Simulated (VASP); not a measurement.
# Ti (P6_3/mmc) in VASP: a series of runs, part 2 of 2

VASP 6.6.1. The steps go on from the part before.

### 3 Single point, HSE06

This run uses another cell than the first one, of 17.11 Å³/atom.

POSCAR reads:

```
Ti
1.0
    2.9503056996      0.0000000000      0.0000000000
   -1.4751528498      2.5550396848      0.0000000000
    0.0000000000      0.0000000000      4.5404212611
Ti
2
Direct
    0.6666666667      0.3333333333      0.7500000000
    0.3333333333      0.6666666667      0.2500000000
```

INCAR.step1 reads:

```
SYSTEM = Ti
PREC = Accurate ; ENCUT = 520
EDIFF = 1E-5 ; ISMEAR = -1
SIGMA = 0.05 ; LREAL = .False.
LASPH = .True. ; NELM = 100
ALGO = Normal ; ISIF = 2
LWAVE = .True. ; LCHARG = .False.
GGA = PE ; NBANDS = 19
```

INCAR.step2 reads:

```
SYSTEM = Ti
PREC = Accurate ; ENCUT = 520
EDIFF = 1E-6 ; ISMEAR = -1
SIGMA = 0.05 ; LREAL = .False.
LASPH = .True. ; NELM = 100
ALGO = Normal ; ISIF = 2
LWAVE = .False. ; LCHARG = .False.
GGA = PE ; LHFCALC = .True.
HFSCREEN = 0.2079 ; PRECFOCK = Normal
ISTART = 1 ; NBANDS = 19
```

KPOINTS reads:

```
regular mesh
0
Gamma
  5 5 3
  0 0 0
```

Potentials or basis: VASP PAW PBE potentials, release 64 (Ti_sv).

Run with:

```bash
$ cat potpaw_PBE.64/Ti_sv/POTCAR > POTCAR
$ cp INCAR.step1 INCAR
$ mpirun -np 1 vasp_std > vasp.out
$ cp INCAR.step2 INCAR
$ mpirun -np 1 vasp_std > vasp.out
```

It took 39 min on 1 thread of Intel Xeon 8259CL, shared host; peak memory 0.27 GiB.

The run converged. Its results:

```yaml
Free_energy: -18.9164 eV
Pressure: -0.6 GPa
Band_gap_on_the_k_mesh: zero (bands 12 and 13 overlap by 0.97 eV)
```

Levels at points of the mesh, in eV from the Fermi level:
| k point | band 10 | band 11 | band 12 | band 13 | band 14 | band 15 |
| --- | --- | --- | --- | --- | --- | --- |
| (0.00, 0.00, 0.00) | -3.45 | 0.63 | 0.99 | 0.99 | 1.53 | 1.80 |

Caveat: the k points lie up to 0.49 Å⁻¹ apart, too coarse for converged energies and pressures of a metal; the PAW data sets were made with another functional, which shifts forces and pressure a little.

### 4 Single point, PBEsol+D3(BJ)

This run uses another cell than the first one, of 15.88 Å³/atom.

INCAR reads:

```
PREC = Accurate
ENCUT = 520
EDIFF = 1E-6
ISMEAR = -1
SIGMA = 0.05
LREAL = F
LASPH = T
NELM = 60
ALGO = Normal
ISIF = 2
LWAVE = F
LCHARG = F
GGA = PS
IVDW = 12
NBANDS = 19
```

KPOINTS reads:

```
regular mesh
0
Gamma
  10 10 6
```

POSCAR reads:

```
Ti
1.0
    2.8539023055      0.0000000000      0.0000000000
   -1.4269511527      2.4715518964      0.0000000000
    0.0000000000      0.0000000000      4.5038243607
Ti
2
Direct
    0.6666666667      0.3333333333      0.7500000000
    0.3333333333      0.6666666667      0.2500000000
```

Potentials or basis: VASP PAW PBE potentials, release 64 (Ti_sv).

Run with:

```bash
$ cat potpaw_PBE.64/Ti_sv/POTCAR > POTCAR
$ mpirun -np 1 vasp_std > vasp.out
```

OUTCAR:

```text
PREC = Accurate
   ENCUT = 520
   EDIFF = 1E-6
   ISMEAR = -1
   LREAL = F
   LASPH = T
   NELM = 60
   ISIF = 2
   GGA = PS
   IVDW = 12
 IVDW          = 12

 ion  position               nearest neighbor table
   1  0.667  0.333  0.750-   2 2.79   2 2.79   2 2.79   2 2.79   2 2.79   2 2.79
   2  0.333  0.667  0.250-   1 2.79   1 2.79   1 2.79   1 2.79   1 2.79   1 2.79

  LATTYP: Found a hexagonal cell.
 ALAT       =     2.8539023055
 C/A-ratio  =     1.5781284286

  Lattice vectors:

[... 718 lines left out ...]

 Edisp (eV)   -1.31297

 E8    (eV) :    -0.9187

  FORCE on cell =-STRESS in cart. coord.  units (eV):
  Direction    XX          YY          ZZ          XY          YZ          ZX
  --------------------------------------------------------------------------------------
  -------------------------------------------------------------------------------------
  Total      -0.06921    -0.06921    -0.06547    -0.00000    -0.00000     0.00000
  in kB      -3.49044    -3.49044    -3.30182    -0.00000    -0.00000     0.00000
  external pressure =       -3.43 kB  Pullay stress =        0.00 kB

 VOLUME and BASIS-vectors are now :
 -----------------------------------------------------------------------------
  energy-cutoff  :      520.00
  volume of cell :       31.77
      direct lattice vectors                 reciprocal lattice vectors
     2.853902306  0.000000000  0.000000000     0.350397418  0.202302044  0.000000000
    -1.426951153  2.471551896  0.000000000     0.000000000  0.404604088  0.000000000
     0.000000000  0.000000000  4.503824361     0.000000000  0.000000000  0.222033525

 POSITION                                       TOTAL-FORCE (eV/Angst)
 -----------------------------------------------------------------------------------
      1.42695      0.82385      3.37787        -0.000000      0.000000      0.000000
     -0.00000      1.64770      1.12596         0.000000     -0.000000      0.000000
 -----------------------------------------------------------------------------------
    total drift:                               -0.000000      0.000000     -0.000000

  FREE ENERGIE OF THE ION-ELECTRON SYSTEM (eV)
  ---------------------------------------------------
  free  energy   TOTEN  =       -17.9674213851 eV

  energy  without entropy=      -17.9494890624  energy(sigma->0) =      -17.95845522
```

Run time: 25 s. Hardware: 1 thread of Intel Xeon 8259CL, shared host; peak memory 0.17 GiB.

What came out:

| Quantity | Value |
| --- | --- |
| Free energy | -17.9674 eV |
| Pressure | -0.3 GPa |
| Band gap on the k mesh | zero (bands 12 and 13 overlap by 0.99 eV) |
| Dispersion energy per atom | -0.656 eV |

Levels at points of the mesh, in eV from the Fermi level:
```
           k point  band 9  band 10  band 11  band 12  band 13  band 14  band 15  band 16
(0.00, 0.00, 0.00)   -6.41    -2.92     0.82     0.82     0.99     1.10     1.40     1.40
(0.50, 0.00, 0.00)   -2.47    -2.44    -2.09    -0.52     0.47     0.73     1.34     3.74
(0.00, 0.00, 0.50)   -4.42    -4.42     0.11     0.11     0.71     0.71     0.71     0.71
(0.50, 0.00, 0.50)   -2.79    -2.79    -0.92    -0.92     1.60     1.60     1.89     1.89
```

Caveat: the PAW data sets were made with another functional, which shifts forces and pressure a little.

### 5 Single point, PBEsol+D3(BJ)

This run uses another cell than the first one, of 16.05 Å³/atom.

INCAR reads:

```
SYSTEM = Ti
  PREC = Accurate
  ENCUT = 520
  EDIFF = 1E-6
  ISMEAR = -1
  SIGMA = 0.05
  LREAL = .False.
  LASPH = .True.
  NELM = 100
  ALGO = Normal
  ISIF = 2
  LWAVE = .False.
  LCHARG = .True.
  GGA = PS
  IVDW = 12
  LELF = .True.
  LVHAR = .True.
  NBANDS = 19
```

KPOINTS reads:

```
Automatic mesh
0
Gamma
  10 10 6
  0 0 0
```

POSCAR reads:

```
Ti
1.0
    2.8639388387      0.0000000000      0.0000000000
   -1.4319694194      2.4802437892      0.0000000000
    0.0000000000      0.0000000000      4.5180044773
Ti
2
Direct
    0.6666666667      0.3333333333      0.7500000000
    0.3333333333      0.6666666667      0.2500000000
```

Run with:

```bash
$ cat potpaw_PBE.64/Ti_sv/POTCAR > POTCAR
$ mpirun -np 1 vasp_std > vasp.out
```

It took 30 s on 1 thread of Intel Xeon 8259CL, shared host; peak memory 0.18 GiB.

The run converged. Its results:

| Property | Result |
| --- | --- |
| Free energy | -17.9655 eV |
| Pressure | -1.6 GPa |
| Band gap on the k mesh | zero (bands 12 and 13 overlap by 0.99 eV) |
| Dispersion energy per atom | -0.650 eV |

Levels at points of the mesh, in eV from the Fermi level:
| k point | band 9 | band 10 | band 11 | band 12 | band 13 | band 14 | band 15 | band 16 |
| --- | --- | --- | --- | --- | --- | --- | --- | --- |
| (0.00, 0.00, 0.00) | -6.39 | -2.89 | 0.82 | 0.82 | 0.98 | 1.07 | 1.39 | 1.39 |
| (0.50, 0.00, 0.00) | -2.45 | -2.40 | -2.06 | -0.53 | 0.46 | 0.72 | 1.32 | 3.70 |
| (0.00, 0.00, 0.50) | -4.41 | -4.41 | 0.11 | 0.11 | 0.70 | 0.70 | 0.70 | 0.70 |
| (0.50, 0.00, 0.50) | -2.76 | -2.76 | -0.90 | -0.90 | 1.57 | 1.57 | 1.87 | 1.87 |

Caveat: three body term missing; the PAW data sets were made with another functional, which shifts forces and pressure a little.

### 6 The runs side by side

| task | level | potentials or basis | spin | cell | k mesh | cutoff (eV) | smearing | grid for exact exchange (PRECFOCK) | share of exact exchange | screening parameter | gap on the mesh (eV) | pressure (GPa) |
| --- | --- | --- | --- | --- | --- | --- | --- | --- | --- | --- | --- | --- |
| relaxation of cell and atoms | LDA | VASP PAW LDA potentials, release 64 (Ti_sv) | collinear | relaxed from a = 2.950, b = 2.950, c = 4.680 Å, angles 90.0, 90.0, 120.0°, 2 atoms | 10 × 10 × 6 | 600 | fermi-dirac 0.025 eV | - | - | - | none | 0.0 |
| single point | HSE06 | VASP PAW PBE potentials, release 64 (Ti_sv) | off | a = 2.950, b = 2.950, c = 4.540 Å, angles 90.0, 90.0, 120.0°, 2 atoms | 5 × 5 × 3 | 520 | fermi-dirac 0.05 eV | Normal | 0.25 | 0.2079 1/Å | none | -0.6 |
| single point | PBEsol+D3(BJ) | VASP PAW PBE potentials, release 64 (Ti_sv) | off | a = 2.854, b = 2.854, c = 4.504 Å, angles 90.0, 90.0, 120.0°, 2 atoms | 10 × 10 × 6 | 520 | fermi-dirac 0.05 eV | - | - | - | none | -0.3 |
| single point | PBEsol+D3(BJ) | VASP PAW PBE potentials, release 64 (Ti_sv) | off | a = 2.864, b = 2.864, c = 4.518 Å, angles 90.0, 90.0, 120.0°, 2 atoms | 10 × 10 × 6 | 520 | fermi-dirac 0.05 eV | - | - | - | none | -1.6 |

Caveats: some runs use coarse meshes; the PAW data sets were made with another functional, which shifts forces and pressure a little (at least some runs); three body term missing (at least some runs).

Absolute energies hang on the potentials; compare differences alone.
